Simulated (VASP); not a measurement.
# MgO (Pmm2) in VASP: single point with PBE

Aim: the single point of MgO with PBE.

Program: VASP 6.6.1. These are calculated values, not measurements. Logs are shortened: lines on timing, memory, paths and dates and some standing lists are left out, and cuts for length are marked.

### Step 1. The cell of the first run

It takes space group Pmm2 (No. 25, orthorhombic). The conventional cell has a = 5.634 Å, b = 5.634 Å, c = 5.634 Å, α = 90.00°, β = 90.00°, γ = 90.00°. Within 2.6 Å of Mg (site symmetry m) lie 4 O at 1.99 to 2.00 Å. Within 2.6 Å of Mg (site symmetry m) lie 4 O at 1.96 to 2.03 Å. Mg (site symmetry mm2) has 4 O at 1.90 to 2.05 Å within 2.5 Å. Mg (site symmetry mm2) has 4 O at 1.93 to 2.09 Å within 2.6 Å. O (site symmetry m) has 4 Mg at 1.90 to 2.09 Å within 2.5 Å. O (site symmetry m) has 4 Mg at 1.93 to 2.05 Å within 2.6 Å. O (site symmetry mm2) has 4 Mg at 1.96 to 1.99 Å within 2.6 Å. Within 2.6 Å of O (site symmetry mm2) lie 4 Mg at 2.00 to 2.03 Å.

### Step 2. Single point, PBE (mode 14 frozen in at -0.030 Å and mode 24 at -0.056 Å (largest displacements))

INCAR reads:

```
ALGO     = Normal         # electronic algorithm
EDIFF    = 1E-6           # SCF threshold, eV
ENCUT    = 520            # plane-wave cutoff, eV
GGA      = PE             # functional
ISIF     = 2              # what is computed and relaxed
ISMEAR   = 0              # smearing method
LASPH    = True           # aspherical terms in the spheres
LCHARG   = True           # write CHGCAR
LELF     = True           # ELF
LREAL    = False          # projectors in reciprocal space
LVHAR    = True         
LWAVE    = False          # write WAVECAR
NBANDS   = 36             # bands
NELM     = 80             # most SCF steps
PREC     = Accurate       # precision mode
SIGMA    = 0.05           # smearing width, eV
```

KPOINTS reads:

```
k-points
0
Gamma
  4 4 4
```

POSCAR reads:

```
MgO
1.0
    5.6335409551      0.0000000000      0.0000000000
    0.0000000000      5.6335409551      0.0000000000
    0.0000000000      0.0000000000      5.6335409551
Mg O
6 6
Direct
    0.2500000000     -0.0049264774      0.5000000000
    0.0000000000      0.5057240177      0.2500000000
    0.5000000000      0.7399885347      0.0000000000
    0.7500000000     -0.0049264774      0.5000000000
    0.0000000000      0.5057240177      0.7500000000
    0.5000000000      0.2399885347      0.0000000000
    0.2500000000      0.5129373733      0.0000000000
    0.5000000000      0.0045895502      0.2500000000
    0.0000000000      0.7464704792      0.5000000000
    0.7500000000      0.5129373733      0.0000000000
    0.5000000000      0.0045895502      0.7500000000
    0.0000000000      0.2464704792      0.5000000000
```

Potentials or basis: VASP PAW PBE potentials, release 64 (Mg, O).

Run with:

```
$ cat potpaw_PBE.64/Mg/POTCAR potpaw_PBE.64/O/POTCAR > POTCAR
$ mpirun -np 1 vasp_std > vasp.out
```

OUTCAR:

```text
EDIFF = 1E-6
   ENCUT = 520
   GGA = PE
   ISIF = 2
   ISMEAR = 0
   LASPH = True
   LREAL = False
   NELM = 80
   PREC = Accurate

 ion  position               nearest neighbor table
   1  0.250  0.995  0.500-   9 1.99   8 1.99  11 1.99  12 2.00   4 2.82   4 2.82   5 3.40   2 3.40
                             6 3.44   6 3.44   3 3.46   3 3.46   2 3.50   5 3.50
   2  0.000  0.506  0.250-   9 1.96   7 1.99  10 1.99  12 2.03   5 2.82   5 2.82   1 3.40   4 3.40
                             3 3.41   3 3.41   6 3.49   6 3.49   1 3.50   4 3.50
   3  0.500  0.740  0.000-   7 1.90  10 1.90   8 2.05  11 2.05   6 2.82   6 2.82   2 3.41   5 3.41
                             2 3.41   5 3.41   4 3.46   1 3.46   4 3.46   1 3.46
   4  0.750  0.995  0.500-   9 1.99   8 1.99  11 1.99  12 2.00   1 2.82   1 2.82   5 3.40   2 3.40
                             6 3.44   6 3.44   3 3.46   3 3.46   2 3.50   5 3.50
   5  0.000  0.506  0.750-   9 1.96   7 1.99  10 1.99  12 2.03   2 2.82   2 2.82   4 3.40   1 3.40
                             3 3.41   3 3.41   6 3.49   6 3.49   1 3.50   4 3.50
   6  0.500  0.240  0.000-   8 1.93  11 1.93  10 2.09   7 2.09   3 2.82   3 2.82   4 3.44   1 3.44
                             4 3.44   1 3.44   5 3.49   2 3.49   2 3.49   5 3.49
   7  0.250  0.513  0.000-   3 1.90   2 1.99   5 1.99   6 2.09
   8  0.500  0.005  0.250-   6 1.93   4 1.99   1 1.99   3 2.05
   9  0.000  0.746  0.500-   2 1.96   5 1.96   4 1.99   1 1.99
  10  0.750  0.513  0.000-   3 1.90   2 1.99   5 1.99   6 2.09
  11  0.500  0.005  0.750-   6 1.93   4 1.99   1 1.99   3 2.05
  12  0.000  0.246  0.500-   1 2.00   4 2.00   2 2.03   5 2.03

  LATTYP: Found a simple cubic cell.
 ALAT       =     5.6335409551

  Lattice vectors:

 A1 = (   5.6335409551,   0.0000000000,   0.0000000000)
 A2 = (   0.0000000000,   5.6335409551,   0.0000000000)
 A3 = (   0.0000000000,   0.0000000000,   5.6335409551)

Analysis of symmetry for initial positions (statically):
=====================================================================
 Subroutine PRICEL returns:
 Original cell was already a primitive cell.

 Routine SETGRP: Setting up the symmetry group for a
 simple cubic supercell.

 Subroutine GETGRP returns: Found  4 space group operations
 (whereof  4 operations were pure point group operations)
 out of a pool of 48 trial point group operations.

The static configuration has the point symmetry C_2v.

Analysis of symmetry for dynamics (positions and initial velocities):
=====================================================================
 Subroutine PRICEL returns:
 Original cell was already a primitive cell.

 Routine SETGRP: Setting up the symmetry group for a
 simple cubic supercell.

 Subroutine GETGRP returns: Found  4 space group operations
 (whereof  4 operations were pure point group operations)
 out of a pool of 48 trial point group operations.

The dynamic configuration has the point symmetry C_2v.

 Subroutine INISYM returns: Found  4 space group operations
 (whereof  4 operations are pure point group operations),
 and found     1 'primitive' translations

----------------------------------------------------------------------------------------

                                     Primitive cell

  volume of cell :     178.7905

  direct lattice vectors                    reciprocal lattice vectors
     5.633540955  0.000000000  0.000000000     0.177508251  0.000000000  0.000000000
     0.000000000  5.633540955  0.000000000     0.000000000  0.177508251  0.000000000
     0.000000000  0.000000000  5.633540955     0.000000000  0.000000000  0.177508251

  length of vectors
     5.633540955  5.633540955  5.633540955     0.177508251  0.177508251  0.177508251

  position of ions in fractional coordinates (direct lattice)
     0.250000000  0.995073523  0.500000000
     0.000000000  0.505724018  0.250000000
     0.500000000  0.739988535  0.000000000
     0.750000000  0.995073523  0.500000000
     0.000000000  0.505724018  0.750000000
     0.500000000  0.239988535  0.000000000
     0.250000000  0.512937373  0.000000000
     0.500000000  0.004589550  0.250000000
     0.000000000  0.746470479  0.500000000
     0.750000000  0.512937373  0.000000000
     0.500000000  0.004589550  0.750000000
     0.000000000  0.246470479  0.500000000

  ion indices of the primitive-cell ions
   primitive index   ion index
                 1           1
                 2           2
                 3           3
                 4           4
                 5           5
                 6           6
                 7           7
                 8           8
                 9           9
                10          10
                11          11
                12          12

----------------------------------------------------------------------------------------

 KPOINTS: k-points

Automatic generation of k-mesh.
 Grid dimensions read from file:
 generate k-points for:    4    4    4

 Generating k-lattice:

  Cartesian coordinates                     Fractional coordinates (reciprocal lattice)
     0.044377063  0.000000000  0.000000000     0.250000000  0.000000000  0.000000000
     0.000000000  0.044377063  0.000000000     0.000000000  0.250000000  0.000000000
     0.000000000  0.000000000  0.044377063     0.000000000  0.000000000  0.250000000

  Length of vectors
     0.044377063  0.044377063  0.044377063

  Shift w.r.t. Gamma in fractional coordinates (k-lattice)
     0.000000000  0.000000000  0.000000000

 Subroutine IBZKPT returns following result:
 ===========================================

 Found     27 irreducible k-points:

 Following reciprocal coordinates:
            Coordinates               Weight
  0.000000  0.000000  0.000000      1.000000
  0.250000  0.000000  0.000000      2.000000
  0.000000  0.250000  0.000000      2.000000
  0.000000  0.000000  0.250000      2.000000
  0.500000  0.000000  0.000000      1.000000
  0.000000  0.500000  0.000000      1.000000
[... 16 lines left out ...]
  0.250000  0.250000  0.500000      4.000000
  0.500000  0.500000  0.250000      2.000000
 [... further k-points ...]
   k-points           NKPTS =     27   k-points in BZ     NKDIM =     27   number of bands    NBANDS=     36
   number of dos      NEDOS =    301   number of ions     NIONS =     12
   total plane-waves  NPLWV =  74088
   dimension x,y,z NGX =    42 NGY =   42 NGZ =   42
   dimension x,y,z NGXF=    84 NGYF=   84 NGZF=   84
   ions per type =               6   6
   NGX,Y,Z   is equivalent  to a cutoff of  12.39, 12.39, 12.39 a.u.
   NGXF,Y,Z  is equivalent  to a cutoff of  24.79, 24.79, 24.79 a.u.
 SYSTEM =  unknown system
   PREC   = accura    normal or accurate (medium, high low for compatibility)
   ISTART =      0    job   : 0-new  1-cont  2-samecut
   ICHARG =      2    charge: 1-file 2-atom 10-const
   ISPIN  =      1    spin polarized calculation?
   LNONCOLLINEAR =      F non collinear calculations
   LSORBIT =      F    spin-orbit coupling
   LASPH  =      T    aspherical Exc in radial PAW
   ENCUT  =  520.0 eV  38.22 Ry    6.18 a.u.  10.47 10.47 10.47*2*pi/ulx,y,z
   NELM   =     80;   NELMIN=  2; NELMDL= -5     # of ELM steps
   EDIFF  = 0.1E-05   stopping-criterion for ELM
   LREAL  =      F    real-space projection
[... 7 lines left out ...]
   TEBEG  =    0.0;   TEEND  =   0.0 temperature during run
   PSTRESS=    0.0 pullay stress
   NELECT =      48.0000    total number of electrons
   NUPDOWN=      -1.0000    fix difference up-down
   EMIN   =  10.00;   EMAX   =-10.00  energy-range for DOS
   EFERMI =   0.00;   METHOD = LEGACY
   ISMEAR =     0;   SIGMA  =   0.05  broadening in eV -4-tet -1-fermi 0-gaus
   EFERMI_NEDOS =   21; number of points for ismear=-14 and -15
   IALGO  =     38    algorithm
   IMIX   =      4    mixing-type and parameters
     AMIX     =   0.40;   BMIX     =  1.00
     AMIX_MAG =   1.60;   BMIX_MAG =  1.00
  volume/ion in A,a.u.               =      14.90       100.54
  Fermi-wavevector in a.u.,A,eV,Ry     =   1.056105  1.995749 15.175365  1.115358
  Thomas-Fermi vector in A             =   2.191328
   LORBIT       =      0    0 simple, 1 ext, 2 COOP (PROOUT), +10 PAW based schemes
   GGA     = PE    functional components
   LHFCALC =     F    Hartree Fock is set to
   AEXX    =    0.0000 exact exchange contribution
   IVDW    =     0    specifies the selected vdW correction
   LEPSILON=     F    determine dielectric tensor
   LRPA    =     F    only Hartree local field effects (RPA)
 non-spin polarized calculation
 Gauss-broadening in eV      SIGMA  =   0.05
  energy-cutoff  :      520.00
  volume of cell :      178.79
 maximum number of plane-waves:      4842
 NGX is ok and might be reduce to    42
   NGX = 21   NGY = 21   NGZ = 21

 number of electron      47.9999965 magnetization

 Free energy of the ion-electron system (eV)
  ---------------------------------------------------
  ext. energy  EPLUGINS =         0.00000000
  ---------------------------------------------------
  free energy    TOTEN  =       -69.67231237 eV

  energy without entropy =      -69.67231237  energy(sigma->0) =      -69.67231237

 E-fermi :   0.0909     XC(G=0):  -8.3955

 val. band max:       -0.1502183378   @ k =   0.0000   0.0000   0.0000
 cond. band min:       2.7303097874   @ k =   0.0000   0.0000   0.0000
 fundamental gap:      2.8805281252
 Fermi energy:         0.0908674134

 k-point     1 :       0.0000    0.0000    0.0000
  band No.  band energies     occupation
      1     -16.2215      2.00000
      2     -15.8310      2.00000
      3     -15.7932      2.00000
      4     -15.3738      2.00000
      5     -15.3623      2.00000
      6     -15.3156      2.00000
[... 28 lines left out ...]
     35      10.1398      0.00000
     36      10.1485      0.00000

 k-point     2 :       0.2500    0.0000    0.0000
  band No.  band energies     occupation
      1     -16.1600      2.00000
      2     -15.8759      2.00000
      3     -15.7486      2.00000
      4     -15.4499      2.00000
      5     -15.3621      2.00000
      6     -15.3154      2.00000
[... 850 lines left out ...]
 k-point    24 :       0.5000    0.5000    0.2500
  band No.  band energies     occupation
      1     -15.8663      2.00000
      2     -15.8532      2.00000
      3     -15.6691      2.00000
      4     -15.6608      2.00000
      5     -15.4692      2.00000
      6     -15.4516      2.00000
[... 28 lines left out ...]
     35      10.7211      0.00000
     36      10.7921      0.00000

 [... further k-points ...]
[... 5 lines left out ...]
  --------------------------------------------------------------------------------------
  -------------------------------------------------------------------------------------
  Total        0.2988713      0.1269648     -0.0347581      0.0000000      0.0000000      0.0000000
  in kB        2.6782460      1.1377573     -0.3114742      0.0000000      0.0000000      0.0000000
  external PRESSURE =       1.1681764 kB  Pullay stress =       0.0000000 kB

 VOLUME and BASIS-vectors are now :
 -----------------------------------------------------------------------------
  energy-cutoff  :      520.00
  volume of cell :      178.79
      direct lattice vectors                 reciprocal lattice vectors
     5.633540955  0.000000000  0.000000000     0.177508251  0.000000000  0.000000000
     0.000000000  5.633540955  0.000000000     0.000000000  0.177508251  0.000000000
     0.000000000  0.000000000  5.633540955     0.000000000  0.000000000  0.177508251

 POSITION                                       TOTAL-FORCE (eV/Angst)
 -----------------------------------------------------------------------------------
      1.40839      5.60579      2.81677         0.009391      0.293541      0.000000
      0.00000      2.84902      1.40839         0.000000     -0.392145     -0.048289
      2.81677      4.16876      0.00000         0.000000      1.369228      0.000000
      4.22516      5.60579      2.81677        -0.009391      0.293541      0.000000
      0.00000      2.84902      4.22516         0.000000     -0.392145      0.048289
      2.81677      1.35199      0.00000         0.000000      1.126010      0.000000
      1.40839      2.88965      0.00000        -0.241415     -0.897849      0.000000
      2.81677      0.02586      1.40839         0.000000     -0.538574      0.101545
      0.00000      4.20527      2.81677         0.000000      0.313649      0.000000
      4.22516      2.88965      0.00000         0.241415     -0.897849      0.000000
      2.81677      0.02586      4.22516         0.000000     -0.538574     -0.101545
      0.00000      1.38850      2.81677         0.000000      0.261166      0.000000
 -----------------------------------------------------------------------------------
    total drift:                                0.000000      0.000780     -0.000002

  FREE ENERGIE OF THE ION-ELECTRON SYSTEM (eV)
  ---------------------------------------------------
  free  energy   TOTEN  =       -69.6723123726 eV

  energy  without entropy=      -69.6723123726  energy(sigma->0) =      -69.67231237
```

It took 4.3 min on 1 thread of AMD EPYC 7R13 (Zen 3), shared host; peak memory 0.29 GiB.

What came out:

| Quantity | Value |
| --- | --- |
| Free energy | -69.6723 eV |
| Pressure | 0.1 GPa |
| Largest force | 1.369 eV/Å |
| Band gap on the k mesh | 2.88 eV, direct |

Forces on the atoms (eV/Å):
```
Mg   0.009  0.294  0.000
Mg   0.000 -0.392 -0.048
Mg   0.000  1.369  0.000
Mg  -0.009  0.294  0.000
Mg   0.000 -0.392  0.048
Mg   0.000  1.126  0.000
O   -0.241 -0.898  0.000
O    0.000 -0.539  0.102
O    0.000  0.314  0.000
O    0.241 -0.898  0.000
O    0.000 -0.539 -0.102
O    0.000  0.261  0.000
```

Caveat: the cell differs from its parent crystal (mode 14 frozen in at -0.030 Å and mode 24 at -0.056 Å (largest displacements)); forces of over 1 eV/Å act on the atoms, so gaps and moduli don't describe the material at rest.
